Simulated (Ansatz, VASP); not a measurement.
# YTi3: VASP beside Ansatz

```
CELL_PARAMETERS angstrom
4.09584 0.00000 0.00000
0.00000 4.09584 0.00000
0.00000 0.00000 4.09584
ATOMIC_POSITIONS crystal
Y 0.00000 0.00000 0.00000
Ti 0.00000 0.50000 0.50000
Ti 0.50000 0.00000 0.50000
Ti 0.50000 0.50000 0.00000
```

Alike in both runs: task single point; functional PBE; k mesh 4 × 4 × 4; occupations gaussian, width 0.1 eV; no spin polarisation.

```csv
,VASP,Ansatz
version,VASP 6.6.1,Ansatz 0.2.0
potentials or method,"VASP PAW PBE potentials, release 64 (Y_sv, Ti_sv), cutoff 520 eV","scalar-relativistic, plane waves, PAW"
valence electrons in the cell,47,47
```

```tsv
	VASP	Ansatz	Ansatz less VASP
gap on the k mesh at the Fermi level (eV)	none	none	-
pressure (GPa)	17.7	18.1	+0.40
```

A gap of «none» marks a metal or a gap that the smearing closes.

The k mesh is coarse, so the values compare programs but aren't converged.
